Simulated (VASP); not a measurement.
Set up this calculation in VASP 6.6.1, as the native input.

```
Task                   : single point
Functional             : PBEsol
Potentials or basis    : VASP PAW PBE potentials, release 64 (Ir)
Cutoff                 : 520 eV
k mesh                 : 24 × 24 × 12
Occupations            : gaussian, width 0.15 eV
Spin                   : no spin polarisation
Dipole correction      : no
Further INCAR settings : ALGO = Fast; EDIFF = 1e-06; NBANDS = 16
```

The structure of Ir lies in POSCAR:

```
Ir
1.0
    2.9045393760      0.0000000000      0.0000000000
   -1.4522696880      2.5154048859      0.0000000000
    0.0000000000      0.0000000000      4.0040891810
Ir
2
Direct
    0.6666666667      0.3333333333      0.7500000000
    0.3333333333      0.6666666667      0.2500000000
```

This cell differs from its parent crystal: ratio of the length along z to the lengths across it x 0.85, volume and fractional coordinates fixed.

One way to write it, as run:

INCAR

```
PREC     = Accurate       # precision mode
ENCUT    = 520            # plane-wave cutoff, eV
EDIFF    = 1E-6           # SCF threshold, eV
ISMEAR   = 0              # smearing method
SIGMA    = 0.15           # smearing width, eV
LREAL    = F              # projectors in reciprocal space
LASPH    = T              # aspherical terms in the spheres
NELM     = 100            # most SCF steps
ALGO     = Fast           # electronic algorithm
ISIF     = 2              # what is computed and relaxed
LWAVE    = F              # write WAVECAR
LCHARG   = F              # write CHGCAR
GGA      = PS             # functional
NBANDS   = 16             # bands
```

KPOINTS

```
regular mesh
0
Gamma
  24 24 12
```

Potentials or basis: VASP PAW PBE potentials, release 64 (Ir).

Launch:

```console
$ cat potpaw_PBE.64/Ir/POTCAR > POTCAR
$ mpirun -np 1 vasp_std > vasp.out
```

Results of the run:

```json
{
 "Pressure": "-1.5 GPa",
 "Band gap on the k mesh": "zero (band 9 reaches 10.45 eV, above the bottom of band 10 at 8.15 eV)"
}
```

Caveat: the PAW data sets were made with another functional, which shifts forces and pressure a little; spin-orbit coupling is left out, which moves the levels of the heavy elements.

Run time: 110 s on 1 thread of Intel(R) Xeon(R) Platinum 8488C (Sapphire Rapids), with other jobs on the host, peak memory 0.29 GiB.
